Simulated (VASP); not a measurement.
# GdTiH3 (Pm-3m) in VASP: single point with PBE+U

Aim: the single point of GdTiH3 with PBE+U.

All numbers are computed with VASP 6.6.1; they aren't measurements. Logs are shortened: lines on timing, memory, paths and dates and some standing lists are left out, and cuts for length are marked.

### 1 The cell of the first run

Symmetry: Pm-3m, No. 221, cubic system. The conventional cell has a = 3.699 Å, b = 3.699 Å, c = 3.699 Å, α = 90.00°, β = 90.00°, γ = 90.00°. Within 2.5 Å of Ti (site symmetry m-3m) lie 6 H at 1.85 Å. Within 2.5 Å of H (site symmetry 4/mmm) lie 2 Ti at 1.85 Å. Gd (site symmetry m-3m) has 12 H at 2.62 Å and 8 Ti at 3.20 Å within 3.5 Å.

### 2 Single point, PBE+U, collinear spin, ferrimagnetic start

INCAR reads:

```
SYSTEM = GdTiH3
  ALGO = Normal
  EDIFF = 1E-6
  ENCUT = 520
  GGA = PE
  ISIF = 2
  ISMEAR = -1
  ISPIN = 2
  LASPH = .TRUE.
  LCHARG = .TRUE.
  LDAU = .TRUE.
  LDAUJ = 0 0 0
  LDAUL = -1 -1 3
  LDAUPRINT = 1
  LDAUTYPE = 2
  LDAUU = 0 0 6.44
  LELF = .TRUE.
  LMAXMIX = 6
  LORBIT = 11
  LREAL = .FALSE.
  LVHAR = .TRUE.
  LWAVE = .FALSE.
  MAGMOM = 1 0 0 0 -7
  NBANDS = 28
  NELM = 150
  PREC = Accurate
  SIGMA = 0.1
```

KPOINTS reads:

```
k-points
0
G
  6 6 6
  0 0 0
```

POSCAR reads:

```
GdTiH3
1.0
    3.6993246600      0.0000000000      0.0000000000
    0.0000000000      3.6993246600      0.0000000000
    0.0000000000      0.0000000000      3.6993246600
Ti H Gd
1 3 1
Direct
    0.0000000000      0.0000000000      0.0000000000
    0.5000000000      0.0000000000      0.0000000000
    0.0000000000      0.5000000000      0.0000000000
    0.0000000000      0.0000000000      0.5000000000
    0.5000000000      0.5000000000      0.5000000000
```

Potentials or basis: VASP PAW PBE potentials, release 64 (Ti_sv, H, Gd).

Command:

```sh
> cat potpaw_PBE.64/Ti_sv/POTCAR potpaw_PBE.64/H/POTCAR potpaw_PBE.64/Gd/POTCAR > POTCAR
> mpirun -np 1 vasp_std > vasp.out
```

OUTCAR:

```text
SYSTEM = GdTiH3
   EDIFF = 1E-6
   ENCUT = 520
   GGA = PE
   ISIF = 2
   ISMEAR = -1
   ISPIN = 2
   LASPH = .TRUE.
   LORBIT = 11
   LREAL = .FALSE.
   NELM = 150
   PREC = Accurate

 ion  position               nearest neighbor table
   1  0.000  0.000  0.000-   2 1.85   3 1.85   4 1.85   4 1.85   3 1.85   2 1.85   5 3.20   5 3.20
                             5 3.20   5 3.20   5 3.20   5 3.20   5 3.20   5 3.20
   2  0.500  0.000  0.000-   1 1.85   1 1.85
   3  0.000  0.500  0.000-   1 1.85   1 1.85
   4  0.000  0.000  0.500-   1 1.85   1 1.85
   5  0.500  0.500  0.500-   1 3.20   1 3.20   1 3.20   1 3.20   1 3.20   1 3.20   1 3.20   1 3.20

  LATTYP: Found a simple cubic cell.
 ALAT       =     3.6993246600

  Lattice vectors:

 A1 = (   3.6993246600,   0.0000000000,   0.0000000000)
 A2 = (   0.0000000000,   3.6993246600,   0.0000000000)
 A3 = (   0.0000000000,   0.0000000000,   3.6993246600)

Analysis of symmetry for initial positions (statically):
=====================================================================
 Subroutine PRICEL returns:
 Original cell was already a primitive cell.

 Routine SETGRP: Setting up the symmetry group for a
 simple cubic supercell.

 Subroutine GETGRP returns: Found 48 space group operations
 (whereof 48 operations were pure point group operations)
 out of a pool of 48 trial point group operations.

The static configuration has the point symmetry O_h .

Analysis of symmetry for dynamics (positions and initial velocities):
=====================================================================
 Subroutine PRICEL returns:
 Original cell was already a primitive cell.

 Routine SETGRP: Setting up the symmetry group for a
 simple cubic supercell.

 Subroutine GETGRP returns: Found 48 space group operations
 (whereof 48 operations were pure point group operations)
 out of a pool of 48 trial point group operations.

The dynamic configuration has the point symmetry O_h .

Analysis of structural, dynamic, and magnetic symmetry:
=====================================================================
 Subroutine PRICEL returns:
 Original cell was already a primitive cell.

 Routine SETGRP: Setting up the symmetry group for a
 simple cubic supercell.

 Subroutine GETGRP returns: Found 48 space group operations
 (whereof 48 operations were pure point group operations)
 out of a pool of 48 trial point group operations.

The overall configuration has the point symmetry O_h .

 Subroutine INISYM returns: Found 48 space group operations
 (whereof 48 operations are pure point group operations),
 and found     1 'primitive' translations

----------------------------------------------------------------------------------------

                                     Primitive cell

  volume of cell :      50.6253

  direct lattice vectors                    reciprocal lattice vectors
     3.699324660  0.000000000  0.000000000     0.270319610  0.000000000  0.000000000
     0.000000000  3.699324660  0.000000000     0.000000000  0.270319610  0.000000000
     0.000000000  0.000000000  3.699324660     0.000000000  0.000000000  0.270319610

  length of vectors
[... 144 lines left out ...]
 -0.0000 -0.0000 -0.0000  0.9895 -0.0000 -0.0000  0.0000
 -0.0000  0.0000 -0.0000 -0.0000  0.9910 -0.0000  0.0012
 -0.0000  0.0000 -0.0000 -0.0000 -0.0000  0.9919  0.0000
  0.0000  0.0000  0.0000  0.0000  0.0012  0.0000  0.9904

 occupancies and eigenvectors

  o =  0.0005  v = -0.0000  1.0000 -0.0000  0.0000 -0.0000 -0.0000 -0.0000  0.0000  0.0000  0.0000  0.0000  0.0000  0.0000  0.0000      0.0000  0.0000  0.0000  0.0000  0.0000  0.0000  0.0000  0.0000  0.0000  0.0000  0.0000  0.0000  0.0000  0.0000
  o =  0.0019  v =  0.0001  0.0000  0.0001 -1.0000  0.0002  0.0000 -0.0002  0.0000  0.0000  0.0000  0.0000  0.0000  0.0000  0.0000      0.0000  0.0000  0.0000  0.0000  0.0000  0.0000  0.0000  0.0000  0.0000  0.0000  0.0000  0.0000  0.0000  0.0000
  o =  0.0019  v =  0.0003  0.0000  0.0002 -0.0003 -0.6124  0.0000  0.7906  0.0000  0.0000  0.0000  0.0000  0.0000  0.0000  0.0000      0.0000  0.0000  0.0000  0.0000  0.0000  0.0000  0.0000  0.0000  0.0000  0.0000  0.0000  0.0000  0.0000  0.0000
  o =  0.0019  v =  0.7906  0.0000  0.6124  0.0001  0.0002 -0.0000 -0.0003  0.0000  0.0000  0.0000  0.0000  0.0000  0.0000  0.0000      0.0000  0.0000  0.0000  0.0000  0.0000  0.0000  0.0000  0.0000  0.0000  0.0000  0.0000  0.0000  0.0000  0.0000
  o =  0.0042  v = -0.0000  0.0000  0.0000 -0.0000 -0.7906  0.0002 -0.6124  0.0000  0.0000  0.0000  0.0000  0.0000  0.0000  0.0000      0.0000  0.0000  0.0000  0.0000  0.0000  0.0000  0.0000  0.0000  0.0000  0.0000  0.0000  0.0000  0.0000  0.0000
  o =  0.0042  v = -0.6124  0.0000  0.7906  0.0000  0.0000 -0.0000  0.0000  0.0000  0.0000  0.0000  0.0000  0.0000  0.0000  0.0000      0.0000  0.0000  0.0000  0.0000  0.0000  0.0000  0.0000  0.0000  0.0000  0.0000  0.0000  0.0000  0.0000  0.0000
  o =  0.0042  v = -0.0000  0.0000  0.0000  0.0000  0.0001  1.0000  0.0001  0.0000  0.0000  0.0000  0.0000  0.0000  0.0000  0.0000      0.0000  0.0000  0.0000  0.0000  0.0000  0.0000  0.0000  0.0000  0.0000  0.0000  0.0000  0.0000  0.0000  0.0000
  o =  0.9885  v =  0.0000  0.0000  0.0000  0.0000  0.0000  0.0000  0.0000  0.0000 -1.0000 -0.0000 -0.0000  0.0000  0.0000 -0.0000      0.0000  0.0000  0.0000  0.0000  0.0000  0.0000  0.0000  0.0000  0.0000  0.0000  0.0000  0.0000  0.0000  0.0000
  o =  0.9895  v =  0.0000  0.0000  0.0000  0.0000  0.0000  0.0000  0.0000  0.0000  0.0000  0.0000 -1.0000 -0.0052 -0.0000  0.0067      0.0000  0.0000  0.0000  0.0000  0.0000  0.0000  0.0000  0.0000  0.0000  0.0000  0.0000  0.0000  0.0000  0.0000
  o =  0.9895  v =  0.0000  0.0000  0.0000  0.0000  0.0000  0.0000  0.0000 -0.7906  0.0000 -0.6124 -0.0000 -0.0000 -0.0000  0.0000      0.0000  0.0000  0.0000  0.0000  0.0000  0.0000  0.0000  0.0000  0.0000  0.0000  0.0000  0.0000  0.0000  0.0000
  o =  0.9895  v =  0.0000  0.0000  0.0000  0.0000  0.0000  0.0000  0.0000  0.0000 -0.0000  0.0000  0.0084 -0.6124  0.0000  0.7905      0.0000  0.0000  0.0000  0.0000  0.0000  0.0000  0.0000  0.0000  0.0000  0.0000  0.0000  0.0000  0.0000  0.0000
  o =  0.9919  v =  0.0000  0.0000  0.0000  0.0000  0.0000  0.0000  0.0000  0.0000  0.0000 -0.0000 -0.0000 -0.0057  1.0000 -0.0044      0.0000  0.0000  0.0000  0.0000  0.0000  0.0000  0.0000  0.0000  0.0000  0.0000  0.0000  0.0000  0.0000  0.0000
  o =  0.9919  v =  0.0000  0.0000  0.0000  0.0000  0.0000  0.0000  0.0000 -0.6124  0.0000  0.7906  0.0000  0.0000  0.0000 -0.0000      0.0000  0.0000  0.0000  0.0000  0.0000  0.0000  0.0000  0.0000  0.0000  0.0000  0.0000  0.0000  0.0000  0.0000
  o =  0.9919  v =  0.0000  0.0000  0.0000  0.0000  0.0000  0.0000  0.0000  0.0000 -0.0000 -0.0000 -0.0000 -0.7905 -0.0072 -0.6124      0.0000  0.0000  0.0000  0.0000  0.0000  0.0000  0.0000  0.0000  0.0000  0.0000  0.0000  0.0000  0.0000  0.0000

 number of electron      32.9999994 magnetization      -7.5228034

 Free energy of the ion-electron system (eV)
  ---------------------------------------------------
  ext. energy  EPLUGINS =         0.00000000
  ---------------------------------------------------
  free energy    TOTEN  =       -31.02901731 eV

  energy without entropy =      -30.92394875  energy(sigma->0) =      -30.97648303

 E-fermi :   5.7732     XC(G=0): -11.2628

 val. band max:        5.7459263056   @ k =   0.1667   0.1667   0.1667
 cond. band min:       5.8035127681   @ k =   0.3333   0.1667   0.0000
 fundamental gap:      0.0575864625
 Fermi energy:         5.7732328516

 spin component 1

 k-point     1 :       0.0000    0.0000    0.0000
  band No.  band energies     occupation
      1     -50.6167      1.00000
      2     -36.3047      1.00000
      3     -26.9414      1.00000
      4     -26.9414      1.00000
      5     -26.9414      1.00000
      6     -14.4543      1.00000
[... 609 lines left out ...]
     27      12.5797      0.00000
     28      12.5798      0.00000
 Fermi energy:         5.7732328516

 spin component 2

 k-point     1 :       0.0000    0.0000    0.0000
  band No.  band energies     occupation
      1     -50.7084      1.00000
      2     -39.5158      1.00000
      3     -27.0361      1.00000
      4     -27.0361      1.00000
      5     -27.0361      1.00000
      6     -16.7689      1.00000
[... 609 lines left out ...]
     27      11.6448      0.00000
     28      11.6448      0.00000

------------------------ aborting loop because EDIFF is reached ----------------------------------------

  FORCE on cell =-STRESS in cart. coord.  units (eV):
  Direction    XX          YY          ZZ          XY          YZ          ZX
  --------------------------------------------------------------------------------------
  -------------------------------------------------------------------------------------
  Total        2.0400601      2.0400601      2.0400601     -0.0000000      0.0000000     -0.0000000
  in kB       64.5633718     64.5633718     64.5633718     -0.0000000      0.0000000     -0.0000000
  external PRESSURE =      64.5633718 kB  Pullay stress =       0.0000000 kB

 VOLUME and BASIS-vectors are now :
 -----------------------------------------------------------------------------
  energy-cutoff  :      520.00
  volume of cell :       50.63
      direct lattice vectors                 reciprocal lattice vectors
     3.699324660  0.000000000  0.000000000     0.270319610  0.000000000  0.000000000
     0.000000000  3.699324660  0.000000000     0.000000000  0.270319610  0.000000000
     0.000000000  0.000000000  3.699324660     0.000000000  0.000000000  0.270319610

 POSITION                                       TOTAL-FORCE (eV/Angst)
 -----------------------------------------------------------------------------------
      0.00000      0.00000      0.00000         0.000000      0.000000      0.000000
      1.84966      0.00000      0.00000         0.000000      0.000000      0.000000
      0.00000      1.84966      0.00000         0.000000      0.000000      0.000000
      0.00000      0.00000      1.84966         0.000000      0.000000      0.000000
      1.84966      1.84966      1.84966         0.000000      0.000000      0.000000
 -----------------------------------------------------------------------------------
    total drift:                                0.000000      0.000000      0.000000

  FREE ENERGIE OF THE ION-ELECTRON SYSTEM (eV)
  ---------------------------------------------------
  free  energy   TOTEN  =       -31.0290173051 eV

  energy  without entropy=      -30.9239487504  energy(sigma->0) =      -30.97648303

 total charge

# of ion       s       p       d       f       tot
--------------------------------------------------
    1        2.168   6.135   2.145   0.000  10.448
    2        0.552   0.015   0.000   0.000   0.567
    3        0.552   0.015   0.000   0.000   0.567
    4        0.552   0.015   0.000   0.000   0.567
    5        2.040   5.621   0.612   6.946  15.218
--------------------------------------------------
tot          5.864  11.802   2.756   6.946  27.368

 magnetization (x)

# of ion       s       p       d       f       tot
--------------------------------------------------
    1        0.000  -0.003  -0.109   0.000  -0.112
    2        0.011  -0.001   0.000   0.000   0.010
    3        0.011  -0.001   0.000   0.000   0.010
    4        0.011  -0.001   0.000   0.000   0.010
    5        0.003   0.079  -0.158  -6.909  -6.985
--------------------------------------------------
tot          0.036   0.072  -0.267  -6.909  -7.068
```

Run time: 94 s. Hardware: 1 thread of Oxide Virtual Turin-like, shared host; peak memory 0.18 GiB.

What came out:

| Item | Value |
| --- | --- |
| Free energy | -31.0290 eV |
| Pressure | 6.5 GPa |
| Net moment | -7.52 μB per cell |
| Site moments | Ti -0.11; H +0.01; Gd -6.99 μB |
| Valence electrons inside the program's atomic spheres | Ti 10.45; H 0.57; Gd 15.22 |

Eigenvalues of the final occupation matrices:
| site | spin | trace | eigenvalues |
| --- | --- | --- | --- |
| site 5 f | 1 | 0.02 | 0.00 0.00 0.00 0.00 0.00 0.00 0.00 |
| site 5 f | 2 | 6.93 | 0.99 0.99 0.99 0.99 0.99 0.99 0.99 |

Caveat: spin-orbit coupling is left out, which moves the levels of the heavy elements.
